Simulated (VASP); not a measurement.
# Pt: relaxation of cell and atoms with LDA

The system is Pt.

```
Pt
1.0
     3.89595    0.00000    0.00000
     0.00000    3.89595    0.00000
     0.00000    0.00000    3.89595
Pt
4
Direct
  0.00000 0.00000 0.00000
  0.00000 0.50000 0.50000
  0.50000 0.00000 0.50000
  0.50000 0.50000 0.00000
```

```
Program                : VASP 6.6.1
Task                   : relaxation of cell and atoms
Functional             : LDA
Potentials or basis    : VASP PAW LDA potentials, release 64 (Pt)
Cutoff                 : 600 eV
k mesh                 : 6 × 6 × 6
Occupations            : fermi-dirac, width 0.05 eV
Spin                   : no spin polarisation
Dipole correction      : no
Further INCAR settings : ALGO = Normal; EDIFF = 1e-06; IBRION = 2; EDIFFG = -0.03; NSW = 80; ISIF = 3
```

The relaxed volume is 14.83 Å³/atom, the relaxed cell is a = 3.900 Å, b = 3.900 Å, c = 3.900 Å, α = 90.00°, β = 90.00°, γ = 90.00° and the space group after relaxing (to 0.05 Å) is Fm-3m (No. 225). The energy gained by relaxing is 0.1 meV/atom. The ionic steps are 3. The pressure after relaxing is 0.0 GPa and the band gap on the k mesh is zero (band 20 reaches 11.99 eV, above the bottom of band 21 at 11.02 eV).

The path:
```tsv
step	energy change (eV)	largest force (eV/Å)	pressure (GPa)	volume (Å³)
1	0.0000	0.0000	0.92	59.13
2	0.0043	0.0000	-2.76	59.86
3	-0.0005	0.0000	-0.01	59.31
```

Final structure:
```yaml
crystal:
  lattice:
    - [3.89984, 0.00000, 0.00000]
    - [0.00000, 3.89984, 0.00000]
    - [0.00000, 0.00000, 3.89984]
  atoms:
    - { symbol: Pt, position: [0.00000, 0.00000, 0.00000] }
    - { symbol: Pt, position: [0.00000, 0.50000, 0.50000] }
    - { symbol: Pt, position: [0.50000, 0.00000, 0.50000] }
    - { symbol: Pt, position: [0.50000, 0.50000, 0.00000] }
```

Levels at points of the mesh, in eV from the Fermi level:
| k point | band 16 | band 17 | band 18 | band 19 | band 20 | band 21 | band 22 | band 23 | band 24 |
| --- | --- | --- | --- | --- | --- | --- | --- | --- | --- |
| (0.00, 0.00, 0.00) | 0.49 | 0.49 | 0.49 | 0.49 | 0.49 | 0.49 | 1.70 | 1.70 | 1.70 |
| (0.50, 0.00, 0.00) | -2.24 | -2.09 | -2.09 | -0.89 | -0.89 | 0.50 | 0.50 | 7.18 | 7.18 |
| (0.50, 0.50, 0.00) | -2.66 | -1.82 | -1.82 | -1.82 | -1.82 | 1.89 | 1.89 | 1.89 | 1.89 |
| (0.50, 0.50, 0.50) | -0.58 | 0.03 | 0.03 | 0.03 | 0.03 | 0.03 | 0.03 | 0.03 | 0.03 |

Run time: 21 s on 1 thread of Intel(R) Xeon(R) 6975P-C (Granite Rapids), on a shared host, peak memory 0.17 GiB.

Caveat: spin-orbit coupling is left out, which moves the levels of the heavy elements.
